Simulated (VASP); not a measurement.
# Sc in VASP: single point with PBE

Aim: the single point of Sc with PBE.

Program: VASP 6.6.1. These are calculated values, not measurements. Logs are shortened: lines on timing, memory, paths and dates and some standing lists are left out, and cuts for length are marked.

**1. The cell of the first run**

The cell holds a sheet with vacuum, 2 atoms: a = 5.248 Å, b = 5.248 Å, c = 23.800 Å, α = 90.00°, β = 90.00°, γ = 120.00°.

The cell was generated, and may not be a known phase.

**2. Single point, PBE, collinear spin**

Input file INCAR:

```
SYSTEM = Sc
  ALGO = Normal
  DIPOL = 0.5 0.5 0.294
  EDIFF = 1E-6
  ENCUT = 520
  GGA = PE
  IDIPOL = 3
  ISIF = 2
  ISMEAR = 0
  ISPIN = 2
  LASPH = .TRUE.
  LCHARG = .FALSE.
  LDIPOL = .TRUE.
  LMAXMIX = 4
  LORBIT = 11
  LREAL = .FALSE.
  LWAVE = .FALSE.
  MAGMOM = 1.13 1.13
  NBANDS = 22
  NELM = 150
  PREC = Accurate
  SIGMA = 0.1
```

Input file KPOINTS:

```
k-points
0
G
  12 12 1
  0 0 0
```

Input file POSCAR:

```
Sc
1.0
    5.2482343039      0.0000000000      0.0000000000
   -2.6241171519      4.5451042322      0.0000000000
    0.0000000000      0.0000000000     23.8000000000
Sc
2
Direct
    0.3333333333      0.6666666667      0.2941176471
    0.6666666667      0.3333333333      0.2941176471
```

Potentials or basis: VASP PAW PBE potentials, release 64 (Sc_sv).

On the command line:

```bash
cat potpaw_PBE.64/Sc_sv/POTCAR > POTCAR
mpirun -np 1 vasp_std > vasp.out
```

OUTCAR:

```text
SYSTEM = Sc
   EDIFF = 1E-6
   ENCUT = 520
   GGA = PE
   ISIF = 2
   ISMEAR = 0
   ISPIN = 2
   LASPH = .TRUE.
   LORBIT = 11
   LREAL = .FALSE.
   NELM = 150
   PREC = Accurate

 ion  position               nearest neighbor table
   1  0.333  0.667  0.294-   2 3.03   2 3.03   2 3.03
   2  0.667  0.333  0.294-   1 3.03   1 3.03   1 3.03

  LATTYP: Found a hexagonal cell.
 ALAT       =     5.2482343039
 C/A-ratio  =     4.5348585109

  Lattice vectors:

 A1 = (   5.2482343039,   0.0000000000,   0.0000000000)
 A2 = (  -2.6241171519,   4.5451042322,   0.0000000000)
 A3 = (   0.0000000000,   0.0000000000,  23.8000000000)

Analysis of symmetry for initial positions (statically):
=====================================================================
 Subroutine PRICEL returns:
 Original cell was already a primitive cell.

 Routine SETGRP: Setting up the symmetry group for a
 hexagonal supercell.

 Subroutine GETGRP returns: Found 24 space group operations
 (whereof 12 operations were pure point group operations)
 out of a pool of 24 trial point group operations.

The static configuration has the point symmetry C_6v.
 The point group associated with its full space group is D_6h.

Analysis of symmetry for dynamics (positions and initial velocities):
=====================================================================
 Subroutine PRICEL returns:
 Original cell was already a primitive cell.

 Routine SETGRP: Setting up the symmetry group for a
 hexagonal supercell.

 Subroutine GETGRP returns: Found 24 space group operations
 (whereof 12 operations were pure point group operations)
 out of a pool of 24 trial point group operations.

The dynamic configuration has the point symmetry C_6v.
 The point group associated with its full space group is D_6h.

Analysis of structural, dynamic, and magnetic symmetry:
=====================================================================
 Subroutine PRICEL returns:
 Original cell was already a primitive cell.

 Routine SETGRP: Setting up the symmetry group for a
 hexagonal supercell.

 Subroutine GETGRP returns: Found 24 space group operations
 (whereof 12 operations were pure point group operations)
 out of a pool of 24 trial point group operations.

The overall configuration has the point symmetry C_6v.
 The point group associated with its full space group is D_6h.

 Subroutine INISYM returns: Found 24 space group operations
 (whereof 12 operations are pure point group operations),
 and found     1 'primitive' translations

----------------------------------------------------------------------------------------

                                     Primitive cell

  volume of cell :     567.7198

  direct lattice vectors                    reciprocal lattice vectors
     5.248234304  0.000000000  0.000000000     0.190540274  0.110008478  0.000000000
    -2.624117152  4.545104232  0.000000000     0.000000000  0.220016956  0.000000000
     0.000000000  0.000000000 23.800000000     0.000000000  0.000000000  0.042016807

  length of vectors
     5.248234304  5.248234304 23.800000000     0.220016956  0.220016956  0.042016807

  position of ions in fractional coordinates (direct lattice)
     0.333333333  0.666666667  0.294117647
     0.666666667  0.333333333  0.294117647

  ion indices of the primitive-cell ions
   primitive index   ion index
                 1           1
                 2           2

----------------------------------------------------------------------------------------

 KPOINTS: k-points

Automatic generation of k-mesh.
 Grid dimensions read from file:
 generate k-points for:   12   12    1

 Generating k-lattice:

  Cartesian coordinates                     Fractional coordinates (reciprocal lattice)
     0.015878356  0.009167373  0.000000000     0.083333333  0.000000000  0.000000000
     0.000000000  0.018334746  0.000000000     0.000000000  0.083333333  0.000000000
     0.000000000  0.000000000  0.042016807     0.000000000  0.000000000  1.000000000

  Length of vectors
     0.018334746  0.018334746  0.042016807

  Shift w.r.t. Gamma in fractional coordinates (k-lattice)
     0.000000000  0.000000000  0.000000000

 Subroutine IBZKPT returns following result:
 ===========================================

 Found     19 irreducible k-points:

 Following reciprocal coordinates:
            Coordinates               Weight
  0.000000  0.000000  0.000000      1.000000
  0.083333  0.000000  0.000000      6.000000
  0.166667  0.000000  0.000000      6.000000
  0.250000  0.000000  0.000000      6.000000
  0.333333  0.000000  0.000000      6.000000
  0.416667  0.000000  0.000000      6.000000
[... 11 lines left out ...]
  0.333333  0.250000  0.000000     12.000000
  0.333333  0.333333  0.000000      2.000000
   k-points           NKPTS =     19   k-points in BZ     NKDIM =     19   number of bands    NBANDS=     22
   number of dos      NEDOS =    301   number of ions     NIONS =      2
   total plane-waves  NPLWV = 288000
   dimension x,y,z NGX =    40 NGY =   40 NGZ =  180
   dimension x,y,z NGXF=    80 NGYF=   80 NGZF=  360
   ions per type =               2
   NGX,Y,Z   is equivalent  to a cutoff of  12.67, 12.67, 12.57 a.u.
   NGXF,Y,Z  is equivalent  to a cutoff of  25.34, 25.34, 25.15 a.u.
 SYSTEM =  Sc
   PREC   = accura    normal or accurate (medium, high low for compatibility)
   ISTART =      0    job   : 0-new  1-cont  2-samecut
   ICHARG =      2    charge: 1-file 2-atom 10-const
   ISPIN  =      2    spin polarized calculation?
   LNONCOLLINEAR =      F non collinear calculations
   LSORBIT =      F    spin-orbit coupling
   LASPH  =      T    aspherical Exc in radial PAW
   ENCUT  =  520.0 eV  38.22 Ry    6.18 a.u.   9.76  9.76 44.25*2*pi/ulx,y,z
   NELM   =    150;   NELMIN=  2; NELMDL= -5     # of ELM steps
   EDIFF  = 0.1E-05   stopping-criterion for ELM
   LREAL  =      F    real-space projection
   EDIFFG = 0.1E-04   stopping-criterion for IOM
   NSW    =      0    number of steps for IOM
   IBRION =     -1    ionic relax: 0-MD 1-quasi-New 2-CG
   NFREE  =      0    steps in history (QN), initial steepest desc. (CG)
   ISIF   =      2    stress and relaxation
   ISYM   =      2    0-nonsym 1-usesym 2-fastsym
   POTIM  = 0.5000    time-step for ionic-motion
   TEBEG  =    0.0;   TEEND  =   0.0 temperature during run
   PSTRESS=    0.0 pullay stress
   NELECT =      22.0000    total number of electrons
   NUPDOWN=      -1.0000    fix difference up-down
   EMIN   =  10.00;   EMAX   =-10.00  energy-range for DOS
   EFERMI =   0.00;   METHOD = LEGACY
   ISMEAR =     0;   SIGMA  =   0.10  broadening in eV -4-tet -1-fermi 0-gaus
   EFERMI_NEDOS =   21; number of points for ismear=-14 and -15
   IALGO  =     38    algorithm
   IMIX   =      4    mixing-type and parameters
     AMIX     =   0.40;   BMIX     =  1.00
     AMIX_MAG =   1.60;   BMIX_MAG =  1.00
  volume/ion in A,a.u.               =     283.86      1915.58
  Fermi-wavevector in a.u.,A,eV,Ry     =   0.553993  1.046895  4.175742  0.306908
  Thomas-Fermi vector in A             =   1.587107
   LORBIT       =     11    0 simple, 1 ext, 2 COOP (PROOUT), +10 PAW based schemes
   GGA     = PE    functional components
   LHFCALC =     F    Hartree Fock is set to
   AEXX    =    0.0000 exact exchange contribution
   IVDW    =     0    specifies the selected vdW correction
   LEPSILON=     F    determine dielectric tensor
   LRPA    =     F    only Hartree local field effects (RPA)
 spin polarized calculation
 Gauss-broadening in eV      SIGMA  =   0.10
  energy-cutoff  :      520.00
  volume of cell :      567.72
 maximum number of plane-waves:     15326
 NGX is ok and might be reduce to    40
   NGX = 19   NGY = 19   NGZ = 89

 dipolmoment           0.000000      0.000000      0.000240 electrons x Angstroem

 number of electron      21.9999999 magnetization       3.5604566

 dipolmoment           0.000000      0.000000     -0.000003 electrons x Angstroem

 Free energy of the ion-electron system (eV)
  ---------------------------------------------------
  ext. energy  EPLUGINS =         0.00000000
  ---------------------------------------------------
  free energy    TOTEN  =        -7.37896760 eV

  energy without entropy =       -7.33949846  energy(sigma->0) =       -7.35923303

 E-fermi :  -2.5380     XC(G=0):  -1.6844

 val. band max:       -2.5409575556   @ k =   0.2500   0.1667   0.0000
 cond. band min:      -2.5285419496   @ k =   0.1667   0.1667   0.0000
 fundamental gap:      0.0124156060
 Fermi energy:        -2.5379880260

 spin component 1

 k-point     1 :       0.0000    0.0000    0.0000
  band No.  band energies     occupation
      1     -52.9723      1.00000
      2     -52.8994      1.00000
      3     -31.7608      1.00000
      4     -31.6928      1.00000
      5     -31.6928      1.00000
      6     -31.6911      1.00000
[... 448 lines left out ...]
      5     -31.7259      1.00000
      6     -31.5533      1.00000
[... 14 lines left out ...]
     21       0.3503      0.00000
     22       0.6819      0.00000
 Fermi energy:        -2.5379880260

 spin component 2

 k-point     1 :       0.0000    0.0000    0.0000
  band No.  band energies     occupation
      1     -52.0823      1.00000
      2     -52.0127      1.00000
      3     -31.0041      1.00000
      4     -30.9390      1.00000
      5     -30.7013      1.00000
      6     -30.7013      1.00000
[... 449 lines left out ...]
      6     -30.5685      1.00000
[... 14 lines left out ...]
     21       1.3660      0.00000
     22       1.3662      0.00000

------------------------ aborting loop because EDIFF is reached ----------------------------------------

 vacuum level on the upper side and lower side of the slab       (xc-potential included)        -0.091        -0.077

  FORCE on cell =-STRESS in cart. coord.  units (eV):
  Direction    XX          YY          ZZ          XY          YZ          ZX
  --------------------------------------------------------------------------------------
  -------------------------------------------------------------------------------------
  Total       -0.0009772     -0.0009772     -0.0151558     -0.0000000     -0.0000000      0.0000000
  in kB       -0.0027578     -0.0027578     -0.0427715     -0.0000000     -0.0000000      0.0000000
  external PRESSURE =      -0.0160957 kB  Pullay stress =       0.0000000 kB

 VOLUME and BASIS-vectors are now :
 -----------------------------------------------------------------------------
  energy-cutoff  :      520.00
  volume of cell :      567.72
      direct lattice vectors                 reciprocal lattice vectors
     5.248234304  0.000000000  0.000000000     0.190540274  0.110008478  0.000000000
    -2.624117152  4.545104232  0.000000000     0.000000000  0.220016956  0.000000000
     0.000000000  0.000000000 23.800000000     0.000000000  0.000000000  0.042016807

 POSITION                                       TOTAL-FORCE (eV/Angst)
 -----------------------------------------------------------------------------------
     -0.00000      3.03007      7.00000        -0.000000      0.000000      0.000000
      2.62412      1.51503      7.00000         0.000000     -0.000000     -0.000000
 -----------------------------------------------------------------------------------
    total drift:                               -0.000000      0.000000      0.000017

  FREE ENERGIE OF THE ION-ELECTRON SYSTEM (eV)
  ---------------------------------------------------
  free  energy   TOTEN  =        -7.3789676004 eV

  energy  without entropy=       -7.3394984613  energy(sigma->0) =       -7.35923303

 vacuum level on the upper side and lower side of the slab         0.758         0.746

 total charge

# of ion       s       p       d       tot
------------------------------------------
    1        2.297   6.003   1.090   9.390
    2        2.297   6.003   1.090   9.390
--------------------------------------------------
tot          4.595  12.006   2.179  18.780

 magnetization (x)

# of ion       s       p       d       tot
------------------------------------------
    1        0.054   0.046   1.010   1.109
    2        0.054   0.046   1.010   1.109
--------------------------------------------------
tot          0.107   0.091   2.020   2.218
```

It took 33 min on 1 thread of Intel Xeon 8259CL, shared host; peak memory 1 GiB.

Results:

```yaml
Free_energy: -7.3790 eV
Net_moment: 3.56 μB per cell
Site_moments: Sc +1.11 μB
Valence_electrons_inside_the_program's_atomic_spheres: Sc 9.39
```
